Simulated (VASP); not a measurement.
TiAl, 2 atoms in the cell. It takes space group P-6m2 (No. 187, hexagonal). The conventional cell has a = 2.917 Å, b = 2.917 Å, c = 4.648 Å, α = 90.00°, β = 90.00°, γ = 120.00°. Within 3.8 Å of Ti (site symmetry -6m2) lie 6 Al at 2.87 Å and 6 Ti at 2.92 Å. Within 3.8 Å of Al (site symmetry -6m2) lie 6 Ti at 2.87 Å and 6 Al at 2.92 Å. 

| Quantity | Value |
| --- | --- |
| Program | VASP 6.6.1 |
| Task | single point |
| Functional | PBE |
| Potentials or basis | VASP PAW PBE potentials, release 64 (Ti_sv, Al) |
| Cutoff | 520 eV |
| k mesh | 18 × 18 × 10 |
| Occupations | gaussian, width 0.15 eV |
| Spin | no spin polarisation |
| Dipole correction | no |
| Further INCAR settings | ALGO = Normal; EDIFF = 1e-06; NBANDS = 14 |

Potentials or basis: VASP PAW PBE potentials, release 64 (Ti_sv, Al).

The run is started by

```bash
$ cat potpaw_PBE.64/Ti_sv/POTCAR potpaw_PBE.64/Al/POTCAR > POTCAR
$ mpirun -np 1 vasp_std > vasp.out
```

Hardware: 1 thread of Intel(R) Xeon(R) 6975P-C (Granite Rapids), with other jobs on the host.

Problem. Estimate the wall time of this run.

Solution. Run time: 33 s on 1 thread of Intel(R) Xeon(R) 6975P-C (Granite Rapids), with other jobs on the host, peak memory 0.23 GiB. Counts: scf iterations 15, k points 222.
